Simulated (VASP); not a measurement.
# SrAgO3 (Pm-3m) in VASP: a series of runs

SrAgO3 is run at these levels: LDA; tasks: single point.

Everything below comes from runs of VASP 6.6.1. Logs are shortened: lines on timing, memory, paths and dates and some standing lists are left out, and cuts for length are marked.

### 1 The cell of the first run

It takes space group Pm-3m (No. 221, cubic). Conventional cell: a = 4.144 Å, b = 4.144 Å, c = 4.144 Å, α = 90.00°, β = 90.00°, γ = 90.00°. Within 3.9 Å of Sr (site symmetry m-3m) lie 12 O at 2.93 Å and 8 Ag at 3.59 Å. Within 2.7 Å of Ag (site symmetry m-3m) lie 6 O at 2.07 Å. O (site symmetry 4/mmm) has 2 Ag at 2.07 Å within 2.7 Å.

### 2 Single point, LDA

INCAR

```
SYSTEM = SrAgO3
  PREC = Accurate
  ENCUT = 520
  EDIFF = 1E-7
  ISMEAR = -1
  SIGMA = 0.15
  LREAL = .False.
  LASPH = .True.
  NELM = 60
  ALGO = Normal
  ISIF = 2
  LWAVE = .False.
  LCHARG = .False.
  NBANDS = 28
```

KPOINTS

```
Automatic mesh
0
Gamma
  6 6 6
  0 0 0
```

POSCAR

```
SrAgO3
1.0
    4.1442185323      0.0000000000      0.0000000000
    0.0000000000      4.1442185323      0.0000000000
    0.0000000000      0.0000000000      4.1442185323
Sr Ag O
1 1 3
Direct
    0.0000000000      0.0000000000      0.0000000000
    0.5000000000      0.5000000000      0.5000000000
    0.5000000000      0.5000000000      0.0000000000
    0.5000000000      0.0000000000      0.5000000000
    0.0000000000      0.5000000000      0.5000000000
```

Potentials or basis: VASP PAW LDA potentials, release 64 (Sr_sv, Ag, O).

Run with:

```console
cat potpaw_LDA.64/Sr_sv/POTCAR potpaw_LDA.64/Ag/POTCAR potpaw_LDA.64/O/POTCAR > POTCAR
mpirun -np 1 vasp_std > vasp.out
```

OUTCAR:

```text
SYSTEM = SrAgO3
   PREC = Accurate
   ENCUT = 520
   EDIFF = 1E-7
   ISMEAR = -1
   LREAL = .False.
   LASPH = .True.
   NELM = 60
   ISIF = 2

 ion  position               nearest neighbor table
   1  0.000  0.000  0.000-   3 2.93   4 2.93   5 2.93   4 2.93   5 2.93   3 2.93   5 2.93   5 2.93
                             3 2.93   4 2.93   4 2.93   3 2.93   2 3.59   2 3.59   2 3.59   2 3.59
   2  0.500  0.500  0.500-   3 2.07   4 2.07   5 2.07   3 2.07   4 2.07   5 2.07   1 3.59   1 3.59
                             1 3.59   1 3.59   1 3.59   1 3.59   1 3.59   1 3.59
   3  0.500  0.500  0.000-   2 2.07   2 2.07   1 2.93   1 2.93   1 2.93   1 2.93
   4  0.500  0.000  0.500-   2 2.07   2 2.07   1 2.93   1 2.93   1 2.93   1 2.93
   5  0.000  0.500  0.500-   2 2.07   2 2.07   1 2.93   1 2.93   1 2.93   1 2.93

  LATTYP: Found a simple cubic cell.
 ALAT       =     4.1442185323

  Lattice vectors:

 A1 = (   4.1442185323,   0.0000000000,   0.0000000000)
 A2 = (   0.0000000000,   4.1442185323,   0.0000000000)
 A3 = (   0.0000000000,   0.0000000000,   4.1442185323)

Analysis of symmetry for initial positions (statically):
=====================================================================
 Subroutine PRICEL returns:
 Original cell was already a primitive cell.

 Routine SETGRP: Setting up the symmetry group for a
 simple cubic supercell.

 Subroutine GETGRP returns: Found 48 space group operations
 (whereof 48 operations were pure point group operations)
 out of a pool of 48 trial point group operations.

The static configuration has the point symmetry O_h .

Analysis of symmetry for dynamics (positions and initial velocities):
=====================================================================
 Subroutine PRICEL returns:
 Original cell was already a primitive cell.

 Routine SETGRP: Setting up the symmetry group for a
 simple cubic supercell.

 Subroutine GETGRP returns: Found 48 space group operations
 (whereof 48 operations were pure point group operations)
 out of a pool of 48 trial point group operations.

The dynamic configuration has the point symmetry O_h .

 Subroutine INISYM returns: Found 48 space group operations
 (whereof 48 operations are pure point group operations),
 and found     1 'primitive' translations

----------------------------------------------------------------------------------------

                                     Primitive cell

  volume of cell :      71.1751

  direct lattice vectors                    reciprocal lattice vectors
     4.144218532  0.000000000  0.000000000     0.241300016  0.000000000  0.000000000
     0.000000000  4.144218532  0.000000000     0.000000000  0.241300016  0.000000000
     0.000000000  0.000000000  4.144218532     0.000000000  0.000000000  0.241300016

  length of vectors
     4.144218532  4.144218532  4.144218532     0.241300016  0.241300016  0.241300016

  position of ions in fractional coordinates (direct lattice)
     0.000000000  0.000000000  0.000000000
     0.500000000  0.500000000  0.500000000
     0.500000000  0.500000000  0.000000000
     0.500000000  0.000000000  0.500000000
     0.000000000  0.500000000  0.500000000

  ion indices of the primitive-cell ions
   primitive index   ion index
                 1           1
                 2           2
                 3           3
                 4           4
                 5           5

----------------------------------------------------------------------------------------

 KPOINTS: Automatic mesh

Automatic generation of k-mesh.
 Grid dimensions read from file:
 generate k-points for:    6    6    6

 Generating k-lattice:

  Cartesian coordinates                     Fractional coordinates (reciprocal lattice)
     0.040216669  0.000000000  0.000000000     0.166666667  0.000000000  0.000000000
     0.000000000  0.040216669  0.000000000     0.000000000  0.166666667  0.000000000
     0.000000000  0.000000000  0.040216669     0.000000000  0.000000000  0.166666667

  Length of vectors
     0.040216669  0.040216669  0.040216669

  Shift w.r.t. Gamma in fractional coordinates (k-lattice)
     0.000000000  0.000000000  0.000000000

 Subroutine IBZKPT returns following result:
 ===========================================

 Found     20 irreducible k-points:

 Following reciprocal coordinates:
            Coordinates               Weight
  0.000000  0.000000  0.000000      1.000000
  0.166667  0.000000  0.000000      6.000000
  0.333333  0.000000  0.000000      6.000000
  0.500000  0.000000  0.000000      3.000000
  0.166667  0.166667  0.000000     12.000000
  0.333333  0.166667  0.000000     24.000000
[... 12 lines left out ...]
  0.500000  0.500000  0.333333      6.000000
  0.500000  0.500000  0.500000      1.000000
   k-points           NKPTS =     20   k-points in BZ     NKDIM =     20   number of bands    NBANDS=     28
   number of dos      NEDOS =    301   number of ions     NIONS =      5
   total plane-waves  NPLWV =  32768
   dimension x,y,z NGX =    32 NGY =   32 NGZ =   32
   dimension x,y,z NGXF=    64 NGYF=   64 NGZF=   64
   ions per type =               1   1   3
   NGX,Y,Z   is equivalent  to a cutoff of  12.84, 12.84, 12.84 a.u.
   NGXF,Y,Z  is equivalent  to a cutoff of  25.67, 25.67, 25.67 a.u.
 SYSTEM =  SrAgO3
   PREC   = accura    normal or accurate (medium, high low for compatibility)
   ISTART =      0    job   : 0-new  1-cont  2-samecut
   ICHARG =      2    charge: 1-file 2-atom 10-const
   ISPIN  =      1    spin polarized calculation?
   LNONCOLLINEAR =      F non collinear calculations
   LSORBIT =      F    spin-orbit coupling
   LASPH  =      T    aspherical Exc in radial PAW
   ENCUT  =  520.0 eV  38.22 Ry    6.18 a.u.   7.71  7.71  7.71*2*pi/ulx,y,z
   NELM   =     60;   NELMIN=  2; NELMDL= -5     # of ELM steps
   EDIFF  = 0.1E-06   stopping-criterion for ELM
   LREAL  =      F    real-space projection
   EDIFFG = 0.1E-05   stopping-criterion for IOM
   NSW    =      0    number of steps for IOM
   IBRION =     -1    ionic relax: 0-MD 1-quasi-New 2-CG
   NFREE  =      0    steps in history (QN), initial steepest desc. (CG)
   ISIF   =      2    stress and relaxation
   ISYM   =      2    0-nonsym 1-usesym 2-fastsym
   POTIM  = 0.5000    time-step for ionic-motion
   TEBEG  =    0.0;   TEEND  =   0.0 temperature during run
   PSTRESS=    0.0 pullay stress
   NELECT =      39.0000    total number of electrons
   NUPDOWN=      -1.0000    fix difference up-down
   EMIN   =  10.00;   EMAX   =-10.00  energy-range for DOS
   EFERMI =   0.00;   METHOD = LEGACY
   ISMEAR =    -1;   SIGMA  =   0.15  broadening in eV -4-tet -1-fermi 0-gaus
   EFERMI_NEDOS =   21; number of points for ismear=-14 and -15
   IALGO  =     38    algorithm
   IMIX   =      4    mixing-type and parameters
     AMIX     =   0.40;   BMIX     =  1.00
     AMIX_MAG =   1.60;   BMIX_MAG =  1.00
  volume/ion in A,a.u.               =      14.24        96.06
  Fermi-wavevector in a.u.,A,eV,Ry     =   1.339637  2.531546 24.417377  1.794627
  Thomas-Fermi vector in A             =   2.468013
   LORBIT       =      0    0 simple, 1 ext, 2 COOP (PROOUT), +10 PAW based schemes
   GGA     = CA    functional components
   LHFCALC =     F    Hartree Fock is set to
   AEXX    =    0.0000 exact exchange contribution
   IVDW    =     0    specifies the selected vdW correction
   LEPSILON=     F    determine dielectric tensor
   LRPA    =     F    only Hartree local field effects (RPA)
 non-spin polarized calculation
  energy-cutoff  :      520.00
  volume of cell :       71.18
 maximum number of plane-waves:      1936
 NGX is ok and might be reduce to    32
   NGX = 15   NGY = 15   NGZ = 15

 number of electron      39.0000018 magnetization

 Free energy of the ion-electron system (eV)
  ---------------------------------------------------
  ext. energy  EPLUGINS =         0.00000000
  ---------------------------------------------------
  free energy    TOTEN  =       -28.21728871 eV

  energy without entropy =      -27.96657969  energy(sigma->0) =      -28.09193420

 E-fermi :   2.4504     XC(G=0): -11.0916

 val. band max:        2.4283129091   @ k =   0.3333   0.1667   0.1667
 cond. band min:       2.4853961546   @ k =   0.3333   0.0000   0.0000
 fundamental gap:      0.0570832455
 Fermi energy:         2.4503926353

 k-point     1 :       0.0000    0.0000    0.0000
  band No.  band energies     occupation
      1     -30.3620      2.00000
      2     -14.4885      2.00000
      3     -13.5951      2.00000
      4     -13.5951      2.00000
      5     -12.4042      2.00000
      6     -12.4042      2.00000
[... 20 lines left out ...]
     27      10.0479      0.00000
     28      11.3382      0.00000

 k-point     2 :       0.1667    0.0000    0.0000
  band No.  band energies     occupation
      1     -30.3596      2.00000
      2     -14.4799      2.00000
      3     -13.6223      2.00000
      4     -13.5896      2.00000
      5     -12.3979      2.00000
      6     -12.3979      2.00000
[... 20 lines left out ...]
     27      10.2668      0.00000
     28      11.6705      0.00000

 k-point     3 :       0.3333    0.0000    0.0000
  band No.  band energies     occupation
      1     -30.3547      2.00000
      2     -14.5078      2.00000
      3     -13.5836      2.00000
      4     -13.5785      2.00000
      5     -12.3852      2.00000
      6     -12.3852      2.00000
[... 20 lines left out ...]
     27      10.7099      0.00000
     28      12.3560      0.00000

 k-point     4 :       0.5000    0.0000    0.0000
  band No.  band energies     occupation
      1     -30.3523      2.00000
      2     -14.5392      2.00000
      3     -13.5730      2.00000
      4     -13.5276      2.00000
      5     -12.3789      2.00000
      6     -12.3789      2.00000
[... 454 lines left out ...]
     27      11.7173      0.00000
     28      13.6979      0.00000

 k-point    19 :       0.5000    0.5000    0.3333
  band No.  band energies     occupation
      1     -30.3376      2.00000
      2     -13.6023      2.00000
      3     -13.5934      2.00000
      4     -13.5934      2.00000
      5     -12.4972      2.00000
      6     -12.4261      2.00000
[... 20 lines left out ...]
     27      11.4805      0.00000
     28      14.2372      0.00000

 k-point    20 :       0.5000    0.5000    0.5000
  band No.  band energies     occupation
      1     -30.3355      2.00000
      2     -13.4950      2.00000
      3     -13.4950      2.00000
      4     -13.4950      2.00000
      5     -12.5444      2.00000
      6     -12.5444      2.00000
[... 20 lines left out ...]
     27      11.3916      0.00000
     28      14.7272      0.00000

------------------------ aborting loop because EDIFF is reached ----------------------------------------

  FORCE on cell =-STRESS in cart. coord.  units (eV):
  Direction    XX          YY          ZZ          XY          YZ          ZX
  --------------------------------------------------------------------------------------
  -------------------------------------------------------------------------------------
  Total       -5.7558288     -5.7558288     -5.7558288     -0.0000000     -0.0000000      0.0000000
  in kB     -129.5658366   -129.5658366   -129.5658366     -0.0000000     -0.0000000      0.0000000
  external PRESSURE =    -129.5658366 kB  Pullay stress =       0.0000000 kB

 VOLUME and BASIS-vectors are now :
 -----------------------------------------------------------------------------
  energy-cutoff  :      520.00
  volume of cell :       71.18
      direct lattice vectors                 reciprocal lattice vectors
     4.144218532  0.000000000  0.000000000     0.241300016  0.000000000  0.000000000
     0.000000000  4.144218532  0.000000000     0.000000000  0.241300016  0.000000000
     0.000000000  0.000000000  4.144218532     0.000000000  0.000000000  0.241300016

 POSITION                                       TOTAL-FORCE (eV/Angst)
 -----------------------------------------------------------------------------------
      0.00000      0.00000      0.00000         0.000000      0.000000      0.000000
      2.07211      2.07211      2.07211         0.000000      0.000000      0.000000
      2.07211      2.07211      0.00000         0.000000      0.000000      0.000000
      2.07211      0.00000      2.07211         0.000000      0.000000      0.000000
      0.00000      2.07211      2.07211         0.000000      0.000000      0.000000
 -----------------------------------------------------------------------------------
    total drift:                                0.000000     -0.000000     -0.000000

  FREE ENERGIE OF THE ION-ELECTRON SYSTEM (eV)
  ---------------------------------------------------
  free  energy   TOTEN  =       -28.2172887073 eV

  energy  without entropy=      -27.9665796939  energy(sigma->0) =      -28.09193420
```

Wall time 14 s (1 thread of Intel Xeon Platinum 8559C (Emerald Rapids), shared host); peak memory 0.18 GiB.

Results:

```yaml
Free_energy: -28.2173 eV
Pressure: -13.0 GPa
```

Caveat: an odd number of electrons without spin polarisation forces a metal; a magnetic or distorted state may lie lower.

### 3 Single point, LDA

This run uses another cell than the first one, of 14.58 Å³/atom, 1.024 times its volume.

INCAR

```
SYSTEM = SrAgO3
ALGO     = Normal         ! electronic algorithm
EDIFF    = 1E-6           ! SCF threshold, eV
ENCUT    = 520            ! plane-wave cutoff, eV
ISIF     = 2              ! what is computed and relaxed
ISMEAR   = -1             ! smearing method
LASPH    = .True.         ! aspherical terms in the spheres
LCHARG   = .False.        ! write CHGCAR
LREAL    = .False.        ! projectors in reciprocal space
LWAVE    = .False.        ! write WAVECAR
NBANDS   = 28             ! bands
NELM     = 100            ! most SCF steps
PREC     = Accurate       ! precision mode
SIGMA    = 0.15           ! smearing width, eV
```

KPOINTS

```
k-points
0
Gamma
  6 6 6
  0 0 0
```

POSCAR: that of step 2 with these lines changed.

```diff
@@ -2,5 +2,5 @@
 1.0
-    4.1442185323      0.0000000000      0.0000000000
-    0.0000000000      4.1442185323      0.0000000000
-    0.0000000000      0.0000000000      4.1442185323
+    4.1776410928      0.0000000000      0.0000000000
+    0.0000000000      4.1776410928      0.0000000000
+    0.0000000000      0.0000000000      4.1776410928
 Sr Ag O
```

Potentials or basis: VASP PAW LDA potentials, release 64 (Sr_sv, Ag, O).

Run with:

```console
cat potpaw_LDA.64/Sr_sv/POTCAR potpaw_LDA.64/Ag/POTCAR potpaw_LDA.64/O/POTCAR > POTCAR
mpirun -np 1 vasp_std > vasp.out
```

It took 13 s on 1 thread of Intel Xeon Platinum 8559C (Emerald Rapids), shared host; peak memory 0.18 GiB.

It converged, with:

```yaml
Free_energy: -28.0697 eV
Pressure: -14.6 GPa
```

Levels at points of the mesh, in eV from the Fermi level:
| k point | band 16 | band 17 | band 18 | band 19 | band 20 | band 21 | band 22 | band 23 | band 24 | band 25 |
| --- | --- | --- | --- | --- | --- | --- | --- | --- | --- | --- |
| (0.00, 0.00, 0.00) | -0.92 | -0.92 | -0.92 | -0.69 | -0.69 | -0.69 | 4.26 | 5.26 | 5.26 | 7.52 |
| (0.50, 0.00, 0.00) | -1.47 | -0.95 | -0.95 | -0.29 | -0.29 | 0.26 | 6.45 | 6.65 | 7.55 | 7.91 |
| (0.50, 0.50, 0.00) | -1.40 | -1.05 | -0.51 | -0.51 | -0.12 | 2.63 | 7.00 | 7.41 | 8.46 | 8.46 |
| (0.50, 0.50, 0.50) | -0.64 | -0.05 | -0.05 | -0.05 | 2.64 | 2.64 | 6.20 | 6.20 | 6.20 | 8.59 |

Caveat: an odd number of electrons without spin polarisation forces a metal; a magnetic or distorted state may lie lower.

### 4 Single point, LDA

This run uses another cell than the first one, of 14.93 Å³/atom, 1.049 times its volume.

INCAR

```
ALGO = Normal
EDIFF = 1E-6
ENCUT = 520
ISIF = 2
ISMEAR = -1
LASPH = T
LCHARG = F
LREAL = F
LWAVE = F
NBANDS = 28
NELM = 60
PREC = Accurate
SIGMA = 0.15
```

KPOINTS

```
k-points
0
Gamma
  6 6 6
```

POSCAR: that of step 3 with these lines changed.

```diff
@@ -2,5 +2,5 @@
 1.0
-    4.1776410928      0.0000000000      0.0000000000
-    0.0000000000      4.1776410928      0.0000000000
-    0.0000000000      0.0000000000      4.1776410928
+    4.2105372590      0.0000000000      0.0000000000
+    0.0000000000      4.2105372590      0.0000000000
+    0.0000000000      0.0000000000      4.2105372590
 Sr Ag O
```

Run with:

```console
cat potpaw_LDA.64/Sr_sv/POTCAR potpaw_LDA.64/Ag/POTCAR potpaw_LDA.64/O/POTCAR > POTCAR
mpirun -np 1 vasp_std > vasp.out
```

Wall time 13 s (1 thread of Intel Xeon Platinum 8559C (Emerald Rapids), shared host); peak memory 0.18 GiB.

It converged, with:

```
Free energy : -27.9061 eV
Pressure    : -15.9 GPa
```

Levels at points of the mesh, in eV from the Fermi level:
| k point | band 18 | band 19 | band 20 | band 21 | band 22 | band 23 |
| --- | --- | --- | --- | --- | --- | --- |
| (0.00, 0.00, 0.00) | -0.87 | -0.66 | -0.66 | -0.66 | 4.10 | 5.24 |
| (0.50, 0.00, 0.00) | -0.91 | -0.29 | -0.29 | 0.20 | 6.34 | 6.58 |
| (0.50, 0.50, 0.00) | -0.50 | -0.50 | -0.10 | 2.53 | 6.90 | 7.32 |
| (0.50, 0.50, 0.50) | -0.04 | -0.04 | 2.54 | 2.54 | 6.14 | 6.14 |

Caveat: an odd number of electrons without spin polarisation forces a metal; a magnetic or distorted state may lie lower.

### 5 Single point, LDA

This run uses another cell than the first one, of 15.28 Å³/atom, 1.073 times its volume.

INCAR

```
PREC = Accurate ; ENCUT = 520
EDIFF = 1E-6 ; ISMEAR = -1
SIGMA = 0.15 ; LREAL = F
LASPH = T ; NELM = 80
ALGO = Normal ; ISIF = 2
LWAVE = F ; LCHARG = F
NBANDS = 28
```

KPOINTS

```
regular mesh
0
Gamma
  6 6 6
```

POSCAR: that of step 4 with these lines changed.

```diff
@@ -2,5 +2,5 @@
 1.0
-    4.2105372590      0.0000000000      0.0000000000
-    0.0000000000      4.2105372590      0.0000000000
-    0.0000000000      0.0000000000      4.2105372590
+    4.2429272800      0.0000000000      0.0000000000
+    0.0000000000      4.2429272800      0.0000000000
+    0.0000000000      0.0000000000      4.2429272800
 Sr Ag O
```

Run with:

```console
cat potpaw_LDA.64/Sr_sv/POTCAR potpaw_LDA.64/Ag/POTCAR potpaw_LDA.64/O/POTCAR > POTCAR
mpirun -np 1 vasp_std > vasp.out
```

It took 18 s on 1 thread of Intel Xeon Platinum 8559C (Emerald Rapids), shared host; peak memory 0.18 GiB.

Results (log left out):

| Quantity | Value |
| --- | --- |
| Free energy | -27.7290 eV |
| Pressure | -17.1 GPa |

Levels at points of the mesh, in eV from the Fermi level:
| k point | band 18 | band 19 | band 20 | band 21 | band 22 | band 23 |
| --- | --- | --- | --- | --- | --- | --- |
| (0.00, 0.00, 0.00) | -0.83 | -0.63 | -0.63 | -0.63 | 3.96 | 5.22 |
| (0.50, 0.00, 0.00) | -0.87 | -0.28 | -0.28 | 0.15 | 6.23 | 6.51 |
| (0.50, 0.50, 0.00) | -0.48 | -0.48 | -0.09 | 2.44 | 6.80 | 7.22 |
| (0.50, 0.50, 0.50) | -0.03 | -0.03 | 2.44 | 2.44 | 6.07 | 6.07 |

Caveat: an odd number of electrons without spin polarisation forces a metal; a magnetic or distorted state may lie lower.

### 6 The runs side by side

```csv
cell,gap on the mesh (eV),pressure (GPa)
"a = 4.144 Å, 5 atoms",none,-13.0
"a = 4.178 Å, 5 atoms",none,-14.6
"a = 4.211 Å, 5 atoms",none,-15.9
"a = 4.243 Å, 5 atoms",none,-17.1
```

Alike in all rows: task single point; level LDA; potentials or basis VASP PAW LDA potentials, release 64 (Sr_sv, Ag, O); no spin polarisation; k mesh 6 × 6 × 6; cutoff (eV) 520; smearing fermi-dirac 0.15 eV.

Caveats: an odd number of electrons without spin polarisation forces a metal; a magnetic or distorted state may lie lower.

Total energies depend on the potentials used, so only differences within one code and one set of settings carry meaning.
